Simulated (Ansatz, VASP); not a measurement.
# One calculation of CsCl, two programs

POSCAR

```
CsCl
1.0
    4.0983534364      0.0000000000      0.0000000000
    0.0000000000      4.0983534364      0.0000000000
    0.0000000000      0.0000000000      4.0983534364
Cs Cl
1 1
Direct
    0.0000000000      0.0000000000      0.0000000000
    0.5000000000      0.5000000000      0.5000000000
```

INCAR.step1

```
SYSTEM = CsCl
PREC = Accurate
ENCUT = 550
ISMEAR = 0
SIGMA = 0.02
LREAL = .FALSE.
LASPH = .TRUE.
NELM = 120
NBANDS = 15
GGA = PE
ALGO = Normal
EDIFF = 1E-5
LWAVE = .TRUE.
LCHARG = .FALSE.
GGA_COMPAT = .FALSE.
```

INCAR.step2

```
SYSTEM = CsCl
PREC = Accurate
ENCUT = 550
EDIFF = 1E-6
ISMEAR = 0
SIGMA = 0.02
LREAL = .FALSE.
LASPH = .TRUE.
NELM = 120
ALGO = Normal
ISIF = 2
LWAVE = .FALSE.
LCHARG = .FALSE.
METAGGA = R2SCAN
LMIXTAU = .TRUE.
NBANDS = 15
ISTART = 1
GGA_COMPAT = .FALSE.
```

Contents of KPOINTS:

```
regular mesh
0
G
  6 6 6
  0 0 0
```

Input for Ansatz:

```yaml
crystal:
  lattice:
    - [4.0983534364, 0.0, 0.0]
    - [0.0, 4.0983534364, 0.0]
    - [0.0, 0.0, 4.0983534364]
  atoms:
    - { symbol: Cs, position: [0.0, 0.0, 0.0] }
    - { symbol: Cl, position: [0.5, 0.5, 0.5] }
basis:
  ecutwfc: 500
kpoints:
  mp_grid: { grid: [6, 6, 6] }
hamiltonian:
  xc: r2scan
scf:
  occupations: { method: gaussian, width: 0.02 }
output:
  forces: true
  stress: true
  eigenvalues: true
```

Alike in both runs: task single point; functional r2SCAN; k mesh 6 × 6 × 6; occupations gaussian, width 0.02 eV; no spin polarisation.

|  | VASP | Ansatz |
| --- | --- | --- |
| version | VASP 6.6.1 | Ansatz 0.2.0 |
| potentials or method | VASP PAW PBE potentials, release 64 (Cs_sv, Cl), cutoff 550 eV | scalar-relativistic, plane waves, PAW |
| valence electrons in the cell | 16 | 16 |

Ansatz gave:

- gap on the k mesh at the Fermi level (eV): 5.88
- least direct gap on the mesh (eV): 5.88
- pressure (GPa): 0.6

**Question.** What did VASP give for the same quantities?

**Answer.** gap on the k mesh at the Fermi level (eV): 5.88; least direct gap on the mesh (eV): 5.88; pressure (GPa): 0.7.

VASP's potentials were made for PBE, not for r2SCAN.

Spin-orbit coupling is off throughout.
